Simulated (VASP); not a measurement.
# YPtC2N2 (P-1) in VASP: single point with PBE

Aim: the single point of YPtC2N2 with PBE.

Program: VASP 6.6.1. These are calculated values, not measurements. Logs are shortened: lines on timing, memory, paths and dates and some standing lists are left out, and cuts for length are marked.

## 1. The cell of the first run

The typed cell holds 6 atoms: a = 3.707 Å, b = 4.017 Å, c = 8.845 Å, α = 77.90°, β = 89.66°, γ = 69.60°.

## 2. Single point, PBE

INCAR reads:

```
SYSTEM = YPtC2N2
PREC = Accurate ; ENCUT = 520
EDIFF = 1E-7 ; ISMEAR = 0
SIGMA = 0.1 ; LREAL = .False.
LASPH = .True. ; NELM = 100
ALGO = Normal ; ISIF = 2
LWAVE = .False. ; LCHARG = .False.
GGA = PE ; NBANDS = 28
```

KPOINTS reads:

```
regular mesh
0
Gamma
  6 6 2
  0 0 0
```

POSCAR reads:

```
YPtC2N2
1.0
    3.7073693300      0.0000000000      0.0000000000
    1.4005319600      3.7650285000      0.0000000000
    0.0530271100      1.9582141900      8.6254083100
Y Pt C N
1 1 2 2
Direct
    0.5000000000      0.5000000000      0.5000000000
    0.0000000000      0.0000000000      0.0000000000
    0.8190485200      0.1809514800      0.1809514800
    0.1809514800      0.8190485200      0.8190485200
    0.7086086500      0.2913913500      0.2913913500
    0.2913913500      0.7086086500      0.7086086500
```

Potentials or basis: VASP PAW PBE potentials, release 64 (Y_sv, Pt, C, N).

Started as:

```console
$ cat potpaw_PBE.64/Y_sv/POTCAR potpaw_PBE.64/Pt/POTCAR potpaw_PBE.64/C/POTCAR potpaw_PBE.64/N/POTCAR > POTCAR
$ mpirun -np 1 vasp_std > vasp.out
```

OUTCAR:

```text
SYSTEM = YPtC2N2
   PREC = Accurate
   ENCUT = 520
   EDIFF = 1E-7
   ISMEAR = 0
   LREAL = .False.
   LASPH = .True.
   NELM = 100
   ISIF = 2
   GGA = PE

 ion  position               nearest neighbor table
   1  0.500  0.500  0.500-   5 2.21   6 2.21
   2  0.000  0.000  0.000-   3 1.92   4 1.92
   3  0.819  0.181  0.181-   5 1.17   2 1.92
   4  0.181  0.819  0.819-   6 1.17   2 1.92
   5  0.709  0.291  0.291-   3 1.17   1 2.21
   6  0.291  0.709  0.709-   4 1.17   1 2.21

  LATTYP: Found a triclinic cell.
 ALAT       =     4.0170797075
 B/A-ratio  =     0.9229016101
 C/A-ratio  =     2.2018631601
 COS(alpha) =     0.0059951104
 COS(beta)  =     0.2095897486
 COS(gamma) =     0.3486443043

  Lattice vectors:

 A1 = (  -1.4005319600,  -3.7650285000,   0.0000000000)
 A2 = (  -3.7073693300,   0.0000000000,   0.0000000000)
 A3 = (  -0.0530271100,  -1.9582141900,  -8.6254083100)

Analysis of symmetry for initial positions (statically):
=====================================================================
 Subroutine PRICEL returns:
 Original cell was already a primitive cell.

 Routine SETGRP: Setting up the symmetry group for a
 triclinic supercell.

 Subroutine GETGRP returns: Found  2 space group operations
 (whereof  2 operations were pure point group operations)
 out of a pool of  2 trial point group operations.

The static configuration has the point symmetry S_2 .

Analysis of symmetry for dynamics (positions and initial velocities):
=====================================================================
 Subroutine PRICEL returns:
 Original cell was already a primitive cell.

 Routine SETGRP: Setting up the symmetry group for a
 triclinic supercell.

 Subroutine GETGRP returns: Found  2 space group operations
 (whereof  2 operations were pure point group operations)
 out of a pool of  2 trial point group operations.

The dynamic configuration has the point symmetry S_2 .

 Subroutine INISYM returns: Found  2 space group operations
 (whereof  2 operations are pure point group operations),
 and found     1 'primitive' translations

----------------------------------------------------------------------------------------

                                     Primitive cell

  volume of cell :     120.3965

  direct lattice vectors                    reciprocal lattice vectors
     3.707369330  0.000000000  0.000000000     0.269733040 -0.100336490  0.021120991
     1.400531960  3.765028500  0.000000000     0.000000000  0.265602239 -0.060299299
     0.053027110  1.958214190  8.625408310     0.000000000  0.000000000  0.115936541

  length of vectors
     3.707369330  4.017079708  8.845059819     0.288564413  0.272361074  0.115936541

  position of ions in fractional coordinates (direct lattice)
     0.500000000  0.500000000  0.500000000
     0.000000000  0.000000000  0.000000000
     0.819048520  0.180951480  0.180951480
     0.180951480  0.819048520  0.819048520
     0.708608650  0.291391350  0.291391350
     0.291391350  0.708608650  0.708608650

  ion indices of the primitive-cell ions
   primitive index   ion index
                 1           1
                 2           2
                 3           3
                 4           4
                 5           5
                 6           6

----------------------------------------------------------------------------------------

 KPOINTS: regular mesh

Automatic generation of k-mesh.
 Grid dimensions read from file:
 generate k-points for:    6    6    2

 Generating k-lattice:

  Cartesian coordinates                     Fractional coordinates (reciprocal lattice)
     0.044955507 -0.016722748  0.003520165     0.166666667 -0.000000000 -0.000000000
     0.000000000  0.044267040 -0.010049883     0.000000000  0.166666667  0.000000000
     0.000000000  0.000000000  0.057968270     0.000000000  0.000000000  0.500000000

  Length of vectors
     0.048094069  0.045393512  0.057968270

  Shift w.r.t. Gamma in fractional coordinates (k-lattice)
     0.000000000  0.000000000  0.000000000

 Subroutine IBZKPT returns following result:
 ===========================================

 Found     40 irreducible k-points:

 Following reciprocal coordinates:
            Coordinates               Weight
  0.000000  0.000000  0.000000      1.000000
  0.166667 -0.000000  0.000000      2.000000
  0.333333  0.000000  0.000000      2.000000
  0.500000  0.000000  0.000000      1.000000
  0.000000  0.166667 -0.000000      2.000000
  0.166667  0.166667 -0.000000      2.000000
[... 16 lines left out ...]
  0.333333  0.000000  0.500000      2.000000
  0.500000  0.000000  0.500000      1.000000
 [... further k-points ...]
   k-points           NKPTS =     40   k-points in BZ     NKDIM =     40   number of bands    NBANDS=     28
   number of dos      NEDOS =    301   number of ions     NIONS =      6
   total plane-waves  NPLWV =  58800
   dimension x,y,z NGX =    28 NGY =   30 NGZ =   70
   dimension x,y,z NGXF=    56 NGYF=   60 NGZF=  140
   ions per type =               1   1   2   2
   NGX,Y,Z   is equivalent  to a cutoff of  12.56, 12.42, 13.16 a.u.
   NGXF,Y,Z  is equivalent  to a cutoff of  25.11, 24.83, 26.31 a.u.
 SYSTEM =  YPtC2N2
   PREC   = accura    normal or accurate (medium, high low for compatibility)
   ISTART =      0    job   : 0-new  1-cont  2-samecut
   ICHARG =      2    charge: 1-file 2-atom 10-const
   ISPIN  =      1    spin polarized calculation?
   LNONCOLLINEAR =      F non collinear calculations
   LSORBIT =      F    spin-orbit coupling
   LASPH  =      T    aspherical Exc in radial PAW
   ENCUT  =  520.0 eV  38.22 Ry    6.18 a.u.   6.89  7.47 16.45*2*pi/ulx,y,z
   NELM   =    100;   NELMIN=  2; NELMDL= -5     # of ELM steps
   EDIFF  = 0.1E-06   stopping-criterion for ELM
   LREAL  =      F    real-space projection
   EDIFFG = 0.1E-05   stopping-criterion for IOM
   NSW    =      0    number of steps for IOM
   IBRION =     -1    ionic relax: 0-MD 1-quasi-New 2-CG
   NFREE  =      0    steps in history (QN), initial steepest desc. (CG)
   ISIF   =      2    stress and relaxation
   ISYM   =      2    0-nonsym 1-usesym 2-fastsym
   POTIM  = 0.5000    time-step for ionic-motion
   TEBEG  =    0.0;   TEEND  =   0.0 temperature during run
   PSTRESS=    0.0 pullay stress
   NELECT =      39.0000    total number of electrons
   NUPDOWN=      -1.0000    fix difference up-down
   EMIN   =  10.00;   EMAX   =-10.00  energy-range for DOS
   EFERMI =   0.00;   METHOD = LEGACY
   ISMEAR =     0;   SIGMA  =   0.10  broadening in eV -4-tet -1-fermi 0-gaus
   EFERMI_NEDOS =   21; number of points for ismear=-14 and -15
   IALGO  =     38    algorithm
   IMIX   =      4    mixing-type and parameters
     AMIX     =   0.40;   BMIX     =  1.00
     AMIX_MAG =   1.60;   BMIX_MAG =  1.00
  volume/ion in A,a.u.               =      20.07       135.41
  Fermi-wavevector in a.u.,A,eV,Ry     =   1.124325  2.124666 17.199208  1.264106
  Thomas-Fermi vector in A             =   2.260996
   LORBIT       =      0    0 simple, 1 ext, 2 COOP (PROOUT), +10 PAW based schemes
   GGA     = PE    functional components
   LHFCALC =     F    Hartree Fock is set to
   AEXX    =    0.0000 exact exchange contribution
   IVDW    =     0    specifies the selected vdW correction
   LEPSILON=     F    determine dielectric tensor
   LRPA    =     F    only Hartree local field effects (RPA)
 non-spin polarized calculation
 Gauss-broadening in eV      SIGMA  =   0.10
  energy-cutoff  :      520.00
  volume of cell :      120.40
 maximum number of plane-waves:      3266
   NGX = 13   NGY = 15   NGZ = 33

 number of electron      38.9999999 magnetization

 Free energy of the ion-electron system (eV)
  ---------------------------------------------------
  ext. energy  EPLUGINS =         0.00000000
  ---------------------------------------------------
  free energy    TOTEN  =       -46.36456682 eV

  energy without entropy =      -46.35179876  energy(sigma->0) =      -46.35818279

 E-fermi :   2.1385     XC(G=0):  -8.7120

 val. band max:        2.1226432387   @ k =   0.5000   0.1667   0.5000
 cond. band min:       2.1465283297   @ k =   0.3333   0.1667  -0.0000
 fundamental gap:      0.0238850910
 Fermi energy:         2.1384766729

 k-point     1 :       0.0000    0.0000    0.0000
  band No.  band energies     occupation
      1     -41.6114      2.00000
      2     -21.7564      2.00000
      3     -21.6257      2.00000
      4     -21.4046      2.00000
      5     -16.7458      2.00000
      6     -16.5577      2.00000
[... 20 lines left out ...]
     27       7.3466      0.00000
     28       7.9195      0.00000

 k-point     2 :       0.1667   -0.0000    0.0000
  band No.  band energies     occupation
      1     -41.6078      2.00000
      2     -21.7540      2.00000
      3     -21.6248      2.00000
      4     -21.4554      2.00000
      5     -16.7206      2.00000
      6     -16.5472      2.00000
[... 20 lines left out ...]
     27       7.5822      0.00000
     28       7.8069      0.00000

 k-point     3 :       0.3333    0.0000    0.0000
  band No.  band energies     occupation
      1     -41.6005      2.00000
      2     -21.7541      2.00000
      3     -21.6269      2.00000
      4     -21.5460      2.00000
      5     -16.6697      2.00000
      6     -16.5265      2.00000
[... 20 lines left out ...]
     27       7.0559      0.00000
     28       7.2958      0.00000

 k-point     4 :       0.5000    0.0000    0.0000
  band No.  band energies     occupation
      1     -41.5969      2.00000
      2     -21.7589      2.00000
      3     -21.6367      2.00000
      4     -21.5766      2.00000
      5     -16.6440      2.00000
      6     -16.5161      2.00000
[... 578 lines left out ...]
     27       6.6951      0.00000
     28       7.5683      0.00000

 k-point    23 :       0.3333    0.0000    0.5000
  band No.  band energies     occupation
      1     -41.6005      2.00000
      2     -21.7541      2.00000
      3     -21.6269      2.00000
      4     -21.5460      2.00000
      5     -16.6731      2.00000
      6     -16.5225      2.00000
[... 20 lines left out ...]
     27       7.2582      0.00000
     28       7.7631      0.00000

 k-point    24 :       0.5000    0.0000    0.5000
  band No.  band energies     occupation
      1     -41.5969      2.00000
      2     -21.7589      2.00000
      3     -21.6367      2.00000
      4     -21.5766      2.00000
      5     -16.6584      2.00000
      6     -16.5006      2.00000
[... 20 lines left out ...]
     27       6.8488      0.00000
     28       7.8674      0.00000

 [... further k-points ...]

------------------------ aborting loop because EDIFF is reached ----------------------------------------

  FORCE on cell =-STRESS in cart. coord.  units (eV):
  Direction    XX          YY          ZZ          XY          YZ          ZX
  --------------------------------------------------------------------------------------
  -------------------------------------------------------------------------------------
  Total       -1.2772388      2.1583185      6.2245871     -0.7239299      4.5902944     -1.6171780
  in kB      -16.9968674     28.7218453     82.8337551     -9.6337045     61.0853888    -21.5206121
  external PRESSURE =      31.5195777 kB  Pullay stress =       0.0000000 kB

 VOLUME and BASIS-vectors are now :
 -----------------------------------------------------------------------------
  energy-cutoff  :      520.00
  volume of cell :      120.40
      direct lattice vectors                 reciprocal lattice vectors
     3.707369330  0.000000000  0.000000000     0.269733040 -0.100336490  0.021120991
     1.400531960  3.765028500  0.000000000     0.000000000  0.265602239 -0.060299299
     0.053027110  1.958214190  8.625408310     0.000000000  0.000000000  0.115936541

 POSITION                                       TOTAL-FORCE (eV/Angst)
 -----------------------------------------------------------------------------------
      2.58046      2.86162      4.31270         0.000000     -0.000000      0.000000
      0.00000      0.00000      0.00000         0.000000      0.000000      0.000000
      3.29954      1.03563      1.56078         0.559033     -1.351119     -2.244469
      1.86139      4.68761      7.06463        -0.559033      1.351119      2.244469
      3.05063      1.66770      2.51337        -0.408915      0.775492      2.080081
      2.11030      4.05554      6.11204         0.408915     -0.775492     -2.080081
 -----------------------------------------------------------------------------------
    total drift:                                0.000000      0.000000      0.000000

  FREE ENERGIE OF THE ION-ELECTRON SYSTEM (eV)
  ---------------------------------------------------
  free  energy   TOTEN  =       -46.3645668164 eV

  energy  without entropy=      -46.3517987617  energy(sigma->0) =      -46.35818279
```

Wall time 97 s (1 thread of AMD EPYC 9R45 (Zen 5), shared host); peak memory 0.31 GiB.

Results:

* Free energy: -46.3646 eV
* Pressure: 3.2 GPa
* Largest force: 2.679 eV/Å
* Band gap on the k mesh: zero (an odd number of electrons rules out a gap without spin polarisation)

Forces on the atoms (eV/Å):
```
Y    0.000  0.000  0.000
Pt   0.000  0.000  0.000
C    0.559 -1.351 -2.244
C   -0.559  1.351  2.244
N   -0.409  0.775  2.080
N    0.409 -0.775 -2.080
```

Stress tensor (GPa, compression positive):
```
-1.70 -0.96 -2.15
-0.96  2.87  6.11
-2.15  6.11  8.28
```

Caveat: the k points lie up to 0.36 Å⁻¹ apart, too coarse for converged energies and pressures of a metal; spin-orbit coupling is left out, which moves the levels of the heavy elements; forces of over 1 eV/Å act on the atoms, so gaps and moduli don't describe the material at rest.
